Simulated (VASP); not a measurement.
# Rh (P6_3/mmc) in VASP: further runs

Rh is run at these levels: r2SCAN; tasks: single point.

All numbers are computed with VASP 6.6.1; they aren't measurements. Logs are shortened: lines on timing, memory, paths and dates and some standing lists are left out, and cuts for length are marked.

## Step 1: The cell of the first run

The structure is hexagonal, space group P6_3/mmc (No. 194). The conventional cell has a = 2.649 Å, b = 2.649 Å, c = 4.561 Å, α = 90.00°, β = 90.00°, γ = 120.00°. Rh (site symmetry -6m2) has 12 Rh at 2.65 to 2.75 Å within 3.5 Å.

This isn't the form of Rh at room conditions, which is fcc.

## Step 2: Single point, r2SCAN (strain -0.030 along x and y, +0.030 along z)

Contents of POSCAR:

```
Rh
1.0
    2.6490496710      0.0000000000      0.0000000000
   -1.3245248355      2.2941443109      0.0000000000
    0.0000000000      0.0000000000      4.5613436700
Rh
2
Direct
    0.6666666667      0.3333333333      0.7500000000
    0.3333333333      0.6666666667      0.2500000000
```

Contents of INCAR.step1:

```
PREC     = Accurate       # precision mode
ENCUT    = 520            # plane-wave cutoff, eV
ISMEAR   = 0              # smearing method
SIGMA    = 0.15           # smearing width, eV
LREAL    = False          # projectors in reciprocal space
LASPH    = True           # aspherical terms in the spheres
NELM     = 100            # most SCF steps
NBANDS   = 22             # bands
GGA      = PE             # functional
ALGO     = Normal         # electronic algorithm
EDIFF    = 1E-4           # SCF threshold, eV
LWAVE    = True           # write WAVECAR
LCHARG   = False          # write CHGCAR
```

Contents of INCAR.step2:

```
PREC     = Accurate       # precision mode
ENCUT    = 520            # plane-wave cutoff, eV
EDIFF    = 1E-6           # SCF threshold, eV
ISMEAR   = 0              # smearing method
SIGMA    = 0.15           # smearing width, eV
LREAL    = False          # projectors in reciprocal space
LASPH    = True           # aspherical terms in the spheres
NELM     = 100            # most SCF steps
ALGO     = Normal         # electronic algorithm
ISIF     = 2              # what is computed and relaxed
LWAVE    = False          # write WAVECAR
LCHARG   = False          # write CHGCAR
METAGGA  = R2SCAN         # meta-GGA
LMIXTAU  = True         
NBANDS   = 22             # bands
ISTART   = 1
```

Contents of KPOINTS:

```
regular mesh
0
Gamma
  18 18 12
```

Potentials or basis: VASP PAW PBE potentials, release 64 (Rh_pv).

Command:

```
cat potpaw_PBE.64/Rh_pv/POTCAR > POTCAR
cp INCAR.step1 INCAR
mpirun -np 1 vasp_std > vasp.out
cp INCAR.step2 INCAR
mpirun -np 1 vasp_std > vasp.out
```

OUTCAR:

```text
PREC = Accurate
   ENCUT = 520
   EDIFF = 1E-6
   ISMEAR = 0
   LREAL = False
   LASPH = True
   NELM = 100
   ISIF = 2
   METAGGA = R2SCAN
   ISTART = 1

 ion  position               nearest neighbor table
   1  0.667  0.333  0.750-   2 2.75   2 2.75   2 2.75   2 2.75   2 2.75   2 2.75
   2  0.333  0.667  0.250-   1 2.75   1 2.75   1 2.75   1 2.75   1 2.75   1 2.75

  LATTYP: Found a hexagonal cell.
 ALAT       =     2.6490496710
 C/A-ratio  =     1.7218792535

  Lattice vectors:

 A1 = (   2.6490496710,   0.0000000000,   0.0000000000)
 A2 = (  -1.3245248355,   2.2941443109,   0.0000000000)
 A3 = (   0.0000000000,   0.0000000000,   4.5613436700)

Analysis of symmetry for initial positions (statically):
=====================================================================
 Subroutine PRICEL returns:
 Original cell was already a primitive cell.

 Routine SETGRP: Setting up the symmetry group for a
 hexagonal supercell.

 Subroutine GETGRP returns: Found 24 space group operations
 (whereof 12 operations were pure point group operations)
 out of a pool of 24 trial point group operations.

The static configuration has the point symmetry D_3d.
 The point group associated with its full space group is D_6h.

Analysis of symmetry for dynamics (positions and initial velocities):
=====================================================================
 Subroutine PRICEL returns:
 Original cell was already a primitive cell.

 Routine SETGRP: Setting up the symmetry group for a
 hexagonal supercell.

 Subroutine GETGRP returns: Found 24 space group operations
 (whereof 12 operations were pure point group operations)
 out of a pool of 24 trial point group operations.

The dynamic configuration has the point symmetry D_3d.
 The point group associated with its full space group is D_6h.

 Subroutine INISYM returns: Found 24 space group operations
 (whereof 12 operations are pure point group operations),
 and found     1 'primitive' translations

----------------------------------------------------------------------------------------

                                     Primitive cell

  volume of cell :      27.7207

  direct lattice vectors                    reciprocal lattice vectors
     2.649049671  0.000000000  0.000000000     0.377493865  0.217946185  0.000000000
    -1.324524836  2.294144311  0.000000000     0.000000000  0.435892370  0.000000000
     0.000000000  0.000000000  4.561343670     0.000000000  0.000000000  0.219233645

  length of vectors
     2.649049671  2.649049671  4.561343670     0.435892370  0.435892370  0.219233645

  position of ions in fractional coordinates (direct lattice)
     0.666666667  0.333333333  0.750000000
     0.333333333  0.666666667  0.250000000

  ion indices of the primitive-cell ions
   primitive index   ion index
                 1           1
                 2           2

----------------------------------------------------------------------------------------

 KPOINTS: regular mesh

Automatic generation of k-mesh.
 Grid dimensions read from file:
 generate k-points for:   18   18   12

 Generating k-lattice:

  Cartesian coordinates                     Fractional coordinates (reciprocal lattice)
     0.020971881  0.012108121  0.000000000     0.055555556  0.000000000  0.000000000
     0.000000000  0.024216243  0.000000000     0.000000000  0.055555556  0.000000000
     0.000000000  0.000000000  0.018269470     0.000000000  0.000000000  0.083333333

  Length of vectors
     0.024216243  0.024216243  0.018269470

  Shift w.r.t. Gamma in fractional coordinates (k-lattice)
     0.000000000  0.000000000  0.000000000

 Subroutine IBZKPT returns following result:
 ===========================================

 Found    259 irreducible k-points:

 Following reciprocal coordinates:
            Coordinates               Weight
  0.000000  0.000000  0.000000      1.000000
  0.055556  0.000000  0.000000      6.000000
  0.111111  0.000000  0.000000      6.000000
  0.166667 -0.000000  0.000000      6.000000
  0.222222 -0.000000  0.000000      6.000000
  0.277778  0.000000  0.000000      6.000000
[... 16 lines left out ...]
  0.333333  0.111111  0.000000     12.000000
  0.388889  0.111111  0.000000     12.000000
 [... further k-points ...]
   k-points           NKPTS =    259   k-points in BZ     NKDIM =    259   number of bands    NBANDS=     22
   number of dos      NEDOS =    301   number of ions     NIONS =      2
   total plane-waves  NPLWV =  14400
   dimension x,y,z NGX =    20 NGY =   20 NGZ =   36
   dimension x,y,z NGXF=    40 NGYF=   40 NGZF=   72
   ions per type =               2
   NGX,Y,Z   is equivalent  to a cutoff of  12.55, 12.55, 13.12 a.u.
   NGXF,Y,Z  is equivalent  to a cutoff of  25.10, 25.10, 26.24 a.u.
 SYSTEM =  unknown system
   PREC   = accura    normal or accurate (medium, high low for compatibility)
   ISTART =      1    job   : 0-new  1-cont  2-samecut
   ICHARG =      0    charge: 1-file 2-atom 10-const
   ISPIN  =      1    spin polarized calculation?
   LNONCOLLINEAR =      F non collinear calculations
   LSORBIT =      F    spin-orbit coupling
   LASPH  =      T    aspherical Exc in radial PAW
   ENCUT  =  520.0 eV  38.22 Ry    6.18 a.u.   4.93  4.93  8.48*2*pi/ulx,y,z
   NELM   =    100;   NELMIN=  2; NELMDL=  0     # of ELM steps
   EDIFF  = 0.1E-05   stopping-criterion for ELM
   LREAL  =      F    real-space projection
   EDIFFG = 0.1E-04   stopping-criterion for IOM
   NSW    =      0    number of steps for IOM
   IBRION =     -1    ionic relax: 0-MD 1-quasi-New 2-CG
   NFREE  =      0    steps in history (QN), initial steepest desc. (CG)
   ISIF   =      2    stress and relaxation
   ISYM   =      2    0-nonsym 1-usesym 2-fastsym
   POTIM  = 0.5000    time-step for ionic-motion
   TEBEG  =    0.0;   TEEND  =   0.0 temperature during run
   PSTRESS=    0.0 pullay stress
   NELECT =      30.0000    total number of electrons
   NUPDOWN=      -1.0000    fix difference up-down
   EMIN   =  10.00;   EMAX   =-10.00  energy-range for DOS
   EFERMI =   0.00;   METHOD = LEGACY
   ISMEAR =     0;   SIGMA  =   0.15  broadening in eV -4-tet -1-fermi 0-gaus
   EFERMI_NEDOS =   21; number of points for ismear=-14 and -15
   IALGO  =     38    algorithm
   IMIX   =      4    mixing-type and parameters
     AMIX     =   0.40;   BMIX     =  1.00
     AMIX_MAG =   1.60;   BMIX_MAG =  1.00
  volume/ion in A,a.u.               =      13.86        93.53
  Fermi-wavevector in a.u.,A,eV,Ry     =   1.680792  3.176237 38.437310  2.825063
  Thomas-Fermi vector in A             =   2.764464
   LORBIT       =      0    0 simple, 1 ext, 2 COOP (PROOUT), +10 PAW based schemes
   METAGGA = R2SCAN    functional components
   LHFCALC =     F    Hartree Fock is set to
   AEXX    =    0.0000 exact exchange contribution
   IVDW    =     0    specifies the selected vdW correction
   LEPSILON=     F    determine dielectric tensor
   LRPA    =     F    only Hartree local field effects (RPA)
 non-spin polarized calculation
 Gauss-broadening in eV      SIGMA  =   0.15
  energy-cutoff  :      520.00
  volume of cell :       27.72
 maximum number of plane-waves:       771
 NGX is ok and might be reduce to    20
   NGX =  9   NGY =  9   NGZ = 17

 number of electron      29.9999995 magnetization

 Free energy of the ion-electron system (eV)
  ---------------------------------------------------
  ext. energy  EPLUGINS =         0.00000000
  ---------------------------------------------------
  free energy    TOTEN  =       -48.13680846 eV

  energy without entropy =      -48.10171051  energy(sigma->0) =      -48.11925949

 E-fermi :  11.6315     XC(G=0): -15.1389

 val. band max:       11.6256750601   @ k =   0.3889   0.1667   0.0833
 cond. band min:      11.6319864744   @ k =   0.3333   0.0000   0.5000
 fundamental gap:      0.0063114142
 Fermi energy:        11.6314930210

 k-point     1 :       0.0000    0.0000    0.0000
  band No.  band energies     occupation
      1     -36.8376      2.00000
      2     -36.2291      2.00000
      3     -36.2291      2.00000
      4     -36.1732      2.00000
      5     -36.1514      2.00000
      6     -36.1514      2.00000
[... 14 lines left out ...]
     21      29.0256      0.00000
     22      29.0260      0.00000

 k-point     2 :       0.0556    0.0000    0.0000
  band No.  band energies     occupation
      1     -36.8302      2.00000
      2     -36.2505      2.00000
      3     -36.2353      2.00000
      4     -36.1749      2.00000
      5     -36.1733      2.00000
      6     -36.1554      2.00000
[... 14 lines left out ...]
     21      29.0253      0.00000
     22      29.0264      0.00000

 k-point     3 :       0.1111    0.0000    0.0000
  band No.  band energies     occupation
      1     -36.8086      2.00000
      2     -36.3119      2.00000
      3     -36.2530      2.00000
      4     -36.2358      2.00000
      5     -36.1800      2.00000
      6     -36.1669      2.00000
[... 14 lines left out ...]
     21      29.0254      0.00000
     22      29.2052      0.00000

 k-point     4 :       0.1667   -0.0000    0.0000
  band No.  band energies     occupation
      1     -36.7743      2.00000
      2     -36.4059      2.00000
      3     -36.3302      2.00000
      4     -36.2796      2.00000
      5     -36.1891      2.00000
      6     -36.1849      2.00000
[... 14 lines left out ...]
     21      29.0254      0.00000
     22      29.0280      0.00000

 k-point     5 :       0.2222   -0.0000    0.0000
  band No.  band energies     occupation
      1     -36.7297      2.00000
      2     -36.5208      2.00000
      3     -36.4439      2.00000
      4     -36.3116      2.00000
      5     -36.2074      2.00000
      6     -36.2025      2.00000
[... 14 lines left out ...]
     21      29.0257      0.00000
     22      29.0261      0.00000

 k-point     6 :       0.2778    0.0000    0.0000
  band No.  band energies     occupation
      1     -36.6782      2.00000
      2     -36.6428      2.00000
      3     -36.5627      2.00000
      4     -36.3450      2.00000
      5     -36.2317      2.00000
      6     -36.2208      2.00000
[... 14 lines left out ...]
     21      29.0256      0.00000
     22      29.2330      0.00000

 k-point     7 :       0.3333    0.0000    0.0000
  band No.  band energies     occupation
      1     -36.7569      2.00000
      2     -36.6723      2.00000
      3     -36.6241      2.00000
      4     -36.3760      2.00000
      5     -36.2548      2.00000
      6     -36.2437      2.00000
[... 324 lines left out ...]
      6     -36.2086      2.00000
[... 14 lines left out ...]
     21      28.5837      0.00000
     22      29.0269      0.00000

 k-point    21 :       0.2222    0.1111    0.0000
  band No.  band energies     occupation
      1     -36.6615      2.00000
      2     -36.6443      2.00000
      3     -36.5935      2.00000
      4     -36.3654      2.00000
      5     -36.2716      2.00000
      6     -36.2274      2.00000
[... 14 lines left out ...]
     21      27.5460      0.00000
     22      29.0258      0.00000

 k-point    22 :       0.2778    0.1111    0.0000
  band No.  band energies     occupation
      1     -36.7476      2.00000
      2     -36.6806      2.00000
      3     -36.6086      2.00000
      4     -36.4076      2.00000
      5     -36.3005      2.00000
      6     -36.2509      2.00000
[... 14 lines left out ...]
     21      26.4984      0.00000
     22      28.4246      0.00000

 k-point    23 :       0.3333    0.1111    0.0000
  band No.  band energies     occupation
      1     -36.8314      2.00000
      2     -36.7508      2.00000
      3     -36.5581      2.00000
      4     -36.4419      2.00000
      5     -36.3240      2.00000
      6     -36.2774      2.00000
[... 14 lines left out ...]
     21      25.5686      0.00000
     22      27.5985      0.00000

 k-point    24 :       0.3889    0.1111    0.0000
  band No.  band energies     occupation
      1     -36.8859      2.00000
      2     -36.7963      2.00000
      3     -36.5179      2.00000
      4     -36.4641      2.00000
      5     -36.3392      2.00000
      6     -36.3019      2.00000
[... 14 lines left out ...]
     21      24.9023      0.00000
     22      26.8964      0.00000

 [... further k-points ...]
[... 5 lines left out ...]
  --------------------------------------------------------------------------------------
  -------------------------------------------------------------------------------------
  Total        1.0494813      1.0494813     -1.8978437     -0.0000000     -0.0000000      0.0000000
  in kB       60.6571037     60.6571037   -109.6900896     -0.0000000     -0.0000000      0.0000000
  external PRESSURE =       3.8747060 kB  Pullay stress =       0.0000000 kB

 VOLUME and BASIS-vectors are now :
 -----------------------------------------------------------------------------
  energy-cutoff  :      520.00
  volume of cell :       27.72
      direct lattice vectors                 reciprocal lattice vectors
     2.649049671  0.000000000  0.000000000     0.377493865  0.217946185  0.000000000
    -1.324524836  2.294144311  0.000000000     0.000000000  0.435892370  0.000000000
     0.000000000  0.000000000  4.561343670     0.000000000  0.000000000  0.219233645

 POSITION                                       TOTAL-FORCE (eV/Angst)
 -----------------------------------------------------------------------------------
      1.32452      0.76471      3.42101         0.000000      0.000000      0.000000
     -0.00000      1.52943      1.14034        -0.000000     -0.000000      0.000000
 -----------------------------------------------------------------------------------
    total drift:                               -0.000000      0.000000     -0.000000

  FREE ENERGIE OF THE ION-ELECTRON SYSTEM (eV)
  ---------------------------------------------------
  free  energy   TOTEN  =       -48.1368084605 eV

  energy  without entropy=      -48.1017105131  energy(sigma->0) =      -48.11925949
```

It took 3.5 min on 1 thread of Intel Xeon 6975P-C (Granite Rapids), shared host; peak memory 0.24 GiB.

Results:

| Property | Result |
| --- | --- |
| Free energy | -48.1368 eV |
| Pressure | 0.4 GPa |
| Band gap on the k mesh | zero (bands 15 and 16 overlap by 2.69 eV) |

Caveat: the cell differs from its parent crystal (strain -0.030 along x and y, +0.030 along z); the stress differs along the axes, from -11 to 6 GPa; the PAW data sets were made with another functional, which shifts forces and pressure a little.

## Step 3: Single point, r2SCAN (strain +0.000 along x and y, -0.030 along z)

Contents of POSCAR:

```
Rh
1.0
    2.7309790422      0.0000000000      0.0000000000
   -1.3654895211      2.3650972278      0.0000000000
    0.0000000000      0.0000000000      4.2956343300
Rh
2
Direct
    0.6666666667      0.3333333333      0.7500000000
    0.3333333333      0.6666666667      0.2500000000
```

Contents of INCAR.step1:

```
SYSTEM = Rh
PREC = Accurate
ENCUT = 520
ISMEAR = 0
SIGMA = 0.15
LREAL = .FALSE.
LASPH = .TRUE.
NELM = 100
NBANDS = 22
GGA = PE
ALGO = Normal
EDIFF = 1E-4
LWAVE = .TRUE.
LCHARG = .FALSE.
```

Contents of INCAR.step2:

```
SYSTEM = Rh
PREC = Accurate
ENCUT = 520
EDIFF = 1E-6
ISMEAR = 0
SIGMA = 0.15
LREAL = .FALSE.
LASPH = .TRUE.
NELM = 100
ALGO = Normal
ISIF = 2
LWAVE = .FALSE.
LCHARG = .FALSE.
METAGGA = R2SCAN
LMIXTAU = .TRUE.
NBANDS = 22
ISTART = 1
```

Contents of KPOINTS:

```
Automatic mesh
0
G
  18 18 12
  0 0 0
```

Potentials or basis: VASP PAW PBE potentials, release 64 (Rh_pv).

Command:

```
cat potpaw_PBE.64/Rh_pv/POTCAR > POTCAR
cp INCAR.step1 INCAR
mpirun -np 1 vasp_std > vasp.out
cp INCAR.step2 INCAR
mpirun -np 1 vasp_std > vasp.out
```

Wall time 2.6 min (1 thread of Intel Xeon 6975P-C (Granite Rapids), shared host); peak memory 0.23 GiB.

It converged, with:

- Free energy: -48.1926 eV
- Pressure: -0.6 GPa
- Band gap on the k mesh: zero (bands 15 and 16 overlap by 2.41 eV)

Stress tensor (GPa, compression positive):
```
-2.72  0.00  0.00
 0.00 -2.72  0.00
 0.00  0.00  3.69
```

Levels at points of the mesh, in eV from the Fermi level:
| k point | band 11 | band 12 | band 13 | band 14 | band 15 | band 16 | band 17 | band 18 | band 19 | band 20 |
| --- | --- | --- | --- | --- | --- | --- | --- | --- | --- | --- |
| (0.00, 0.00, 0.00) | -2.98 | -2.55 | -2.55 | -2.18 | -2.18 | 0.12 | 0.12 | 1.18 | 9.39 | 16.47 |
| (0.50, 0.00, 0.00) | -2.66 | -2.26 | -2.18 | 0.27 | 0.64 | 0.71 | 3.08 | 5.26 | 10.90 | 11.51 |
| (0.00, 0.00, 0.50) | -3.31 | -3.31 | -3.16 | -3.16 | -0.46 | -0.46 | -0.46 | -0.46 | 15.69 | 15.69 |
| (0.50, 0.00, 0.50) | -1.83 | -1.83 | -0.32 | -0.32 | 0.50 | 0.50 | 2.81 | 2.81 | 9.65 | 9.65 |

Caveat: the cell differs from its parent crystal (strain +0.000 along x and y, -0.030 along z); the stress differs along the axes, from -3 to 4 GPa; the PAW data sets were made with another functional, which shifts forces and pressure a little.
